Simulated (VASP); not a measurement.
Input of a VASP 6.6.1 run:

INCAR

```
PREC     = Accurate       # precision mode
ENCUT    = 520            # plane-wave cutoff, eV
EDIFF    = 1E-7           # SCF threshold, eV
ISMEAR   = 0              # smearing method
SIGMA    = 0.1            # smearing width, eV
LREAL    = F              # projectors in reciprocal space
LASPH    = T              # aspherical terms in the spheres
NELM     = 60             # most SCF steps
ALGO     = Normal         # electronic algorithm
ISIF     = 2              # what is computed and relaxed
LWAVE    = F              # write WAVECAR
LCHARG   = F              # write CHGCAR
GGA      = PE             # functional
NBANDS   = 32             # bands
```

KPOINTS

```
Automatic mesh
0
Gamma
  4 4 4
```

Contents of POSCAR:

```
HfAl3O4
1.0
   -3.1110746100      3.1110746100      3.1110746100
    3.1110746100     -3.1110746100      3.1110746100
    3.1110746100      3.1110746100     -3.1110746100
Hf Al O
1 3 4
Direct
    0.0000000000      0.0000000000      0.0000000000
    0.0000000000      0.5000000000      0.5000000000
    0.5000000000      0.0000000000      0.5000000000
    0.5000000000      0.5000000000      0.0000000000
    0.5000000000      0.5000000000      0.5000000000
    0.0000000000      0.0000000000      0.5000000000
    0.0000000000      0.5000000000      0.0000000000
    0.5000000000      0.0000000000      0.0000000000
```

Potentials or basis: VASP PAW PBE potentials, release 64 (Hf_pv, Al, O).

Launch:

```bash
$ cat potpaw_PBE.64/Hf_pv/POTCAR potpaw_PBE.64/Al/POTCAR potpaw_PBE.64/O/POTCAR > POTCAR
$ mpirun -np 1 vasp_std > vasp.out
```

(1) Estimate the pressure.

Results:

(1) -24.1 GPa.

Caveat: an odd number of electrons without spin polarisation forces a metal; a magnetic or distorted state may lie lower.
